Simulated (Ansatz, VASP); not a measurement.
BaZrO3 in VASP and in Ansatz

Contents of INCAR:

```
SYSTEM = BaZrO3
ALGO = Normal
EDIFF = 1E-7
EDIFFG = -0.01
ENCUT = 600
GGA = PS
IBRION = 2
ISIF = 3
ISMEAR = -1
LASPH = .True.
LCHARG = .False.
LDAU = .True.
LDAUJ = 0 0 0
LDAUL = -1 2 -1
LDAUPRINT = 1
LDAUTYPE = 2
LDAUU = 0 2 0
LMAXMIX = 4
LREAL = .False.
LWAVE = .False.
NELM = 150
NSW = 60
PREC = Accurate
SIGMA = 0.05
```

File KPOINTS:

```
k-points
0
Gamma
  6 6 6
  0 0 0
```

File POSCAR:

```
BaZrO3
1.0
    4.1913400000      0.0000000000      0.0000000000
    0.0000000000      4.1913400000      0.0000000000
    0.0000000000      0.0000000000      4.1913400000
Ba Zr O
1 1 3
Direct
    0.0000000000      0.0000000000      0.0000000000
    0.5000000000      0.5000000000      0.5000000000
    0.5000000000      0.5000000000      0.0000000000
    0.5000000000      0.0000000000      0.5000000000
    0.0000000000      0.5000000000      0.5000000000
```

Contents of input.yaml:

```yaml
crystal:
  lattice:
    - [4.19134, 0.0, 0.0]
    - [0.0, 4.19134, 0.0]
    - [0.0, 0.0, 4.19134]
  atoms:
    - { symbol: Ba, position: [0.0, 0.0, 0.0] }
    - { symbol: Zr, position: [0.5, 0.5, 0.5] }
    - { symbol: O, position: [0.5, 0.5, 0.0] }
    - { symbol: O, position: [0.5, 0.0, 0.5] }
    - { symbol: O, position: [0.0, 0.5, 0.5] }
hamiltonian:
  xc: pbesol
  pseudopotentials: { kind: paw }
  hubbard: { sites: [{ species: Zr, l: d, u_eff: 2.0 }] }
kpoints:
  mp_grid: { grid: [6, 6, 6] }
scf:
  occupations: { method: fermi_dirac, width: 0.05 }
output:
  forces: true
  stress: true
  eigenvalues: true
  write_density: true
  write_potential: true
  elf: true
  volumetric_format: npy
relax:
  f_tol: 0.01
  max_steps: 40
  cell: { stress_tol: 0.05 }
```

Alike in both runs: task relaxation of cell and atoms; functional PBEsol; k mesh 6 × 6 × 6; occupations fermi-dirac, width 0.05 eV; no spin polarisation; Hubbard terms Zr d U = 2.0 eV.

|  | VASP | Ansatz |
| --- | --- | --- |
| version | VASP 6.6.1 | Ansatz 0.2.0 |
| potentials or method | VASP PAW PBE potentials, release 64 (Ba_sv, Zr_sv, O) | Ansatz PAW |
| plane-wave cutoff (eV) | 600 | 420 |
| valence electrons in the cell | 40 | 40 |

VASP gave:

* gap on the k mesh at the Fermi level, each at its own relaxed structure (eV): 3.37
* relaxed volume (Å³/atom): 14.89
* relaxed length of the cell vector where the two differ most in proportion (Å): 4.207

Question: Estimate Ansatz's values.

Answer: gap on the k mesh at the Fermi level, each at its own relaxed structure (eV): 3.49; relaxed volume (Å³/atom): 14.70; relaxed length of the cell vector where the two differ most in proportion (Å): 4.189.

VASP's potentials were made for PBE, not for PBEsol. The programs project onto different local orbitals, so the same U acts differently, and such runs can settle in different states.

Spin-orbit coupling is off throughout. Noted on Ansatz's run: the plane-wave basis is chosen anew once the cell has moved, so the energies of steps on either side of that aren't comparable.
